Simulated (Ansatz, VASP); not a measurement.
# P in VASP and in Ansatz

```
P
1.0
     1.72573    0.99635    3.12968
    -1.72573    0.99635    3.12968
     0.00000   -1.99270    3.12968
P
2
Direct
  0.77292 0.77292 0.77292
  0.22708 0.22708 0.22708
```

Alike in both runs: task relaxation of cell and atoms; functional PBEsol; k mesh 9 × 9 × 9; occupations fermi-dirac, width 0.05 eV; no spin polarisation.

```csv
,VASP,Ansatz
version,VASP 6.6.1,Ansatz 0.2.0
potentials or method,"VASP PAW PBE potentials, release 64 (P)",Ansatz PAW
plane-wave cutoff (eV),600,420
valence electrons in the cell,10,10
```

```tsv
	VASP	Ansatz	Ansatz less VASP
gap on the k mesh at the Fermi level, each at its own relaxed structure (eV)	none	none	-
relaxed volume (Å³/atom)	15.09	15.05	-0.036
relaxed cell length with the largest relative difference (Å)	3.557	3.551	-0.0059
```

VASP's potentials were made for PBE, not for PBEsol. A gap of «none» marks a metal or a gap that the smearing closes.

Noted on Ansatz's run: the plane-wave basis is chosen anew once the cell has moved, so the energies of steps on either side of that aren't comparable.
